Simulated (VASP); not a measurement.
# Cu3W2: single point with PBE

The system is Cu3W2.

```
CELL_PARAMETERS angstrom
4.28416 0.00000 0.00000
-2.14208 3.71019 0.00000
0.00000 0.00000 5.10157
ATOMIC_POSITIONS crystal
Cu 0.33333 0.66667 0.00000
Cu 0.66667 0.33333 0.00000
Cu 0.00000 0.00000 0.00000
W 0.33333 0.66667 0.50000
W 0.66667 0.33333 0.50000
```

| Property | Result |
| --- | --- |
| Program | VASP 6.6.1 |
| Task | single point |
| Functional | PBE |
| Potentials or basis | VASP PAW PBE potentials, release 64 (Cu, W_sv) |
| Cutoff | 520 eV |
| k mesh | 12 × 12 × 8 |
| Occupations | gaussian, width 0.1 eV |
| Spin | no spin polarisation |
| Dipole correction | no |
| Further INCAR settings | ALGO = Fast; EDIFF = 1e-07; NBANDS = 38 |

```json
{"Pressure": "0.6 GPa"}
```

Stress tensor (GPa, compression positive):
```
0.71 0.00 0.00
0.00 0.71 0.00
0.00 0.00 0.35
```

Levels at points of the mesh, in eV from the Fermi level:
| k point | band 28 | band 29 | band 30 | band 31 | band 32 | band 33 |
| --- | --- | --- | --- | --- | --- | --- |
| (0.00, 0.00, 0.00) | -0.52 | -0.35 | -0.35 | 0.17 | 0.17 | 1.75 |
| (0.50, 0.00, 0.00) | -1.36 | -0.85 | -0.79 | 0.41 | 0.76 | 0.95 |
| (0.00, 0.00, 0.50) | -1.18 | -0.15 | -0.15 | 0.25 | 0.25 | 0.91 |
| (0.50, 0.00, 0.50) | -1.69 | -1.36 | -0.93 | -0.84 | 0.34 | 1.11 |

It took 16 min on 1 thread of AMD EPYC 7R13, with other jobs on the host, peak memory 0.34 GiB.

Caveat: spin-orbit coupling is left out, which moves the levels of the heavy elements.
